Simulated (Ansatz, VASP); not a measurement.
Sn: VASP beside Ansatz

```
Sn
1.0
     0.00000    2.35840    2.35840
     2.35840    0.00000    2.35840
     2.35840    2.35840    0.00000
Sn
1
Cartesian
  0.0000 0.0000 0.0000
```

Alike in both runs: task single point; functional r2SCAN; k mesh 13 × 13 × 13; occupations fermi-dirac, width 0.1 eV; no spin polarisation.

|  | VASP | Ansatz |
| --- | --- | --- |
| version | VASP 6.6.1 | Ansatz 0.2.0 |
| potentials or method | VASP PAW PBE potentials, release 64 (Sn_d), cutoff 520 eV | plane waves (500 eV) with PAW, scalar-relativistic |
| valence electrons in the cell | 14 | 14 |

|  | VASP | Ansatz | Ansatz less VASP |
| --- | --- | --- | --- |
| pressure (GPa) | 2.2 | 2.2 | +0.01 |

VASP's potentials were made for PBE, not for r2SCAN.
